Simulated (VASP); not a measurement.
# P in VASP: a series of runs, part 2 of 2

VASP 6.6.1.

## Step 4: Single point, PBE

This run uses another cell than the first one: it holds 4 atoms, not 1.

INCAR reads:

```
PREC = Accurate ; ENCUT = 520
EDIFF = 1E-6 ; ISMEAR = 0
SIGMA = 0.1 ; LREAL = False
LASPH = True ; NELM = 60
ALGO = Normal ; ISIF = 2
LWAVE = False ; LCHARG = True
GGA = PE ; LELF = True
LVHAR = True ; NBANDS = 18
```

KPOINTS reads:

```
regular mesh
0
Gamma
  4 2 6
```

POSCAR reads:

```
P
1.0
    3.5406832599      0.0000000000      0.0000000000
    0.0000000000      7.0933897305      0.0000000000
    0.0000000000      0.0000000000      2.3605501945
P
4
Direct
    0.2499821155      0.6249966806      0.5000000000
    0.2500178845      0.1249966806      0.5000000000
    0.7499821155      0.8750033194      0.5000000000
    0.7500178845      0.3750033194      0.5000000000
```

Started as:

```console
> cat potpaw_PBE.64/P/POTCAR > POTCAR
> mpirun -np 1 vasp_std > vasp.out
```

Wall time 14 s (1 thread of Intel Xeon Platinum 8375C at 2.90GHz (Ice Lake), shared host); peak memory 0.16 GiB.

Results (log left out):

```
Free energy            : -21.1599 eV
Pressure               : -0.2 GPa
Band gap on the k mesh : zero (band 10 reaches 12.29 eV, above the bottom of band 11 at 7.09 eV)
```

Stress tensor (GPa, compression positive):
```
-0.10  0.00  0.00
 0.00 -0.39  0.00
 0.00  0.00 -0.10
```

Levels at points of the mesh, in eV from the Fermi level:
```
           k point  band 7  band 8  band 9  band 10  band 11  band 12  band 13  band 14
(0.00, 0.00, 0.00)   -2.96   -2.96   -1.90    -1.90     0.79     3.86     3.87     6.23
(0.50, 0.00, 0.00)   -2.98   -2.98   -1.92    -1.92     6.36     6.36     8.30     8.30
(0.00, 0.50, 0.00)   -4.17   -4.17    0.30     0.30     1.18     1.18     3.62     3.62
(0.50, 0.50, 0.00)   -6.70   -6.70    2.66     2.66     2.66     2.66     8.55     8.55
(0.00, 0.00, 0.50)   -3.20   -2.06   -1.98    -1.96     0.59     0.59     3.17     3.17
(0.50, 0.00, 0.50)   -5.87   -5.87   -4.76    -4.76     0.58     0.58     0.92     0.92
(0.00, 0.50, 0.50)   -4.41   -4.41   -1.32    -1.32     0.88     0.88     3.74     3.74
(0.50, 0.50, 0.50)   -6.27   -6.27   -2.53    -2.53    -2.53    -2.53     2.59     2.59
```

Caveat: the k points lie up to 0.44 Å⁻¹ apart.

## Step 5: Single point, PBE

This run uses another cell than the first one: it holds 4 atoms, not 1.

INCAR reads:

```
PREC = Accurate ; ENCUT = 520
EDIFF = 1E-6 ; ISMEAR = 0
SIGMA = 0.2 ; LREAL = False
LASPH = True ; NELM = 80
ALGO = Normal ; ISIF = 2
LWAVE = False ; LCHARG = False
GGA = PE ; NBANDS = 18
```

KPOINTS reads:

```
Automatic mesh
0
Gamma
  8 4 4
```

POSCAR reads:

```
P
1.0
    2.4448010539      0.0000000000      0.0000000000
    0.0000000000      4.8896021077      0.0000000000
    0.0000000000      0.0000000000      4.8896021077
P
4
Direct
    0.0000000000      0.0000000000      0.0000000000
    0.0000000000      0.0000000000      0.5000000000
    1.0000000000      0.5000000000      0.0000000000
    1.0000000000      0.5000000000      0.5000000000
```

Potentials or basis: VASP PAW PBE potentials, release 64 (P).

Started as:

```console
> cat potpaw_PBE.64/P/POTCAR > POTCAR
> mpirun -np 1 vasp_std > vasp.out
```

OUTCAR:

```text
PREC = Accurate
   ENCUT = 520
   EDIFF = 1E-6
   ISMEAR = 0
   LREAL = False
   LASPH = True
   NELM = 80
   ISIF = 2
   GGA = PE

 ion  position               nearest neighbor table
   1  0.000  0.000  0.000-   2 2.44   3 2.44   2 2.44   3 2.44
   2  0.000  0.000  0.500-   1 2.44   4 2.44   1 2.44   4 2.44
   3  0.000  0.500  0.000-   1 2.44   4 2.44   4 2.44   1 2.44
   4  0.000  0.500  0.500-   2 2.44   3 2.44   3 2.44   2 2.44

  LATTYP: Found a simple tetragonal cell.
 ALAT       =     4.8896021077
 C/A-ratio  =     0.5000000000

  Lattice vectors:

 A1 = (   0.0000000000,   4.8896021077,   0.0000000000)
 A2 = (   0.0000000000,   0.0000000000,   4.8896021077)
 A3 = (   2.4448010539,   0.0000000000,   0.0000000000)

Analysis of symmetry for initial positions (statically):
=====================================================================
 Subroutine PRICEL returns following result:

  LATTYP: Found a simple cubic cell.
 ALAT       =     2.4448010539

[... 178 lines left out ...]
  ---------------------------------------------------
  ext. energy  EPLUGINS =         0.00000000
  ---------------------------------------------------
  free energy    TOTEN  =       -21.00112551 eV

  energy without entropy =      -20.94643458  energy(sigma->0) =      -20.97378005

 E-fermi :   9.5299     XC(G=0): -11.2669

 val. band max:        9.4553908746   @ k =   0.2500   0.2500   0.2500
 cond. band min:      10.0379869809   @ k =   0.5000   0.5000   0.0000
 fundamental gap:      0.5825961063
 Fermi energy:         9.5298940282

 k-point     1 :       0.0000    0.0000    0.0000
  band No.  band energies     occupation
      1      -6.8763      2.00000
      2      -2.5746      2.00000
      3      -2.5746      2.00000
      4       0.9556      2.00000
      5       0.9556      2.00000
      6       2.0883      2.00000
[... 481 lines left out ...]
      5       4.4435      2.00000
      6       4.4435      2.00000
[... 10 lines left out ...]
     17      15.1117      0.00000
     18      15.1117      0.00000

 [... further k-points ...]
[... 5 lines left out ...]
  --------------------------------------------------------------------------------------
  -------------------------------------------------------------------------------------
  Total       -0.1253535     -0.1253846     -0.1253846      0.0000000      0.0000000      0.0000000
  in kB       -3.4360275     -3.4368800     -3.4368800      0.0000000      0.0000000      0.0000000
  external PRESSURE =      -3.4365958 kB  Pullay stress =       0.0000000 kB

 VOLUME and BASIS-vectors are now :
 -----------------------------------------------------------------------------
  energy-cutoff  :      520.00
  volume of cell :       58.45
      direct lattice vectors                 reciprocal lattice vectors
     2.444801054  0.000000000  0.000000000     0.409031237  0.000000000  0.000000000
     0.000000000  4.889602108  0.000000000     0.000000000  0.204515619  0.000000000
     0.000000000  0.000000000  4.889602108     0.000000000  0.000000000  0.204515619

 POSITION                                       TOTAL-FORCE (eV/Angst)
 -----------------------------------------------------------------------------------
      0.00000      0.00000      0.00000        -0.000000     -0.000000     -0.000000
      0.00000      0.00000      2.44480         0.000000     -0.000000     -0.000000
      0.00000      2.44480      0.00000         0.000000      0.000000     -0.000000
      0.00000      2.44480      2.44480         0.000000     -0.000000      0.000000
 -----------------------------------------------------------------------------------
    total drift:                                0.000000     -0.000000     -0.000000

  FREE ENERGIE OF THE ION-ELECTRON SYSTEM (eV)
  ---------------------------------------------------
  free  energy   TOTEN  =       -21.0011255144 eV

  energy  without entropy=      -20.9464345775  energy(sigma->0) =      -20.97378005
```

OSZICAR:

```text
N       E                     dE             d eps       ncg     rms          rms(c)
DAV:   1     0.512597711996E+02    0.51260E+02   -0.88136E+03  1080   0.969E+02
DAV:   2    -0.179097206021E+02   -0.69169E+02   -0.66233E+02  1456   0.153E+02
DAV:   3    -0.209632037898E+02   -0.30535E+01   -0.29966E+01  1384   0.299E+01
DAV:   4    -0.209892623059E+02   -0.26059E-01   -0.26017E-01  1388   0.335E+00
DAV:   5    -0.209894490105E+02   -0.18670E-03   -0.18670E-03  1382   0.279E-01    0.919E+00
DAV:   6    -0.209958069901E+02   -0.63580E-02   -0.18880E-03  1370   0.376E-01    0.543E+00
DAV:   7    -0.210007102115E+02   -0.49032E-02   -0.54309E-03  1170   0.609E-01    0.160E-01
DAV:   8    -0.210010941564E+02   -0.38394E-03   -0.28098E-04  1294   0.118E-01    0.275E-02
DAV:   9    -0.210011247525E+02   -0.30596E-04   -0.22570E-05  1334   0.325E-02    0.606E-03
DAV:  10    -0.210011255144E+02   -0.76196E-06   -0.26291E-06  1210   0.104E-02
   1 F= -.21001126E+02 E0= -.20973780E+02  d E =-.546909E-01
```

Wall time 15 s (1 thread of Intel Xeon Platinum 8375C at 2.90GHz (Ice Lake), shared host); peak memory 0.16 GiB.

What came out:

- Free energy: -21.0011 eV
- Pressure: -0.3 GPa
- Band gap on the k mesh: zero (band 10 reaches 14.59 eV, above the bottom of band 11 at 6.69 eV)

Levels at points of the mesh, in eV from the Fermi level:
```
           k point  band 6  band 7  band 8  band 9  band 10  band 11  band 12  band 13  band 14  band 15
(0.00, 0.00, 0.00)   -7.44   -5.19   -5.19    1.08     5.06     5.06     5.06     6.87     6.87     7.86
(0.50, 0.00, 0.00)   -5.19   -5.19   -5.19   -2.12    -2.12    -2.12    -1.65     1.08     1.08     4.76
(0.00, 0.50, 0.00)   -7.33   -3.01   -3.01    0.51     0.51     6.10     6.10     6.12     6.12     6.12
(0.50, 0.50, 0.00)   -6.02   -4.03   -4.03   -4.03    -4.03     0.51     0.51     2.41     2.41     4.52
(0.00, 0.50, 0.50)   -2.41   -2.41   -2.41   -1.02    -1.02    -1.02    -1.02     7.17     7.17     7.17
(0.50, 0.50, 0.50)   -6.11   -6.11   -6.11    0.57     0.57     0.57     0.57     3.46     3.46     3.46
```

## Step 6: The runs side by side

| task | cell | k mesh | cutoff (eV) | smearing | gap on the mesh (eV) | pressure (GPa) |
| --- | --- | --- | --- | --- | --- | --- |
| single point | a = 2.436, b = 2.436, c = 2.465 Å, 1 atom | 6 × 6 × 8 | 520 | gaussian 0.1 eV | none | -0.3 |
| relaxation of cell and atoms | relaxed from a = 2.506, b = 2.506, c = 2.361 Å, 1 atom | 6 × 6 × 8 | 600 | gaussian 0.1 eV | none | 0.0 |
| single point | a = 3.541, b = 7.093, c = 2.361 Å, 4 atoms | 4 × 2 × 6 | 520 | gaussian 0.1 eV | none | -0.2 |
| single point | a = 2.445, b = 4.890, c = 4.890 Å, 4 atoms | 8 × 4 × 4 | 520 | gaussian 0.2 eV | none | -0.3 |

Alike in all rows: level PBE; potentials or basis VASP PAW PBE potentials, release 64 (P); no spin polarisation.

Caveats: some runs use coarse meshes.

Total energies depend on the potentials used, so only differences within one code and one set of settings carry meaning.
